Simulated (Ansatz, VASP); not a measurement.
Mo: VASP beside Ansatz

```
Mo
1.0
     0.00000    2.02901    2.02901
     2.02901    0.00000    2.02901
     2.02901    2.02901    0.00000
Mo
1
Direct
  0.00000 0.00000 0.00000
```

Alike in both runs: task single point; functional PBE; k mesh 8 × 8 × 8; occupations gaussian, width 0.1 eV; no spin polarisation.

|  | VASP | Ansatz |
| --- | --- | --- |
| version | VASP 6.6.1 | Ansatz 0.2.0 |
| potentials or method | VASP PAW PBE potentials, release 64 (Mo_sv), cutoff 500 eV | scalar-relativistic, plane waves, PAW |
| valence electrons in the cell | 14 | 14 |

VASP gave:

| Quantity | Value |
| --- | --- |
| gap on the k mesh at the Fermi level (eV) | none |
| pressure (GPa) | -8.5 |

Which values does Ansatz return?

gap on the k mesh at the Fermi level (eV): none; pressure (GPa): -8.9.

A gap of «none» marks a metal or a gap that the smearing closes.
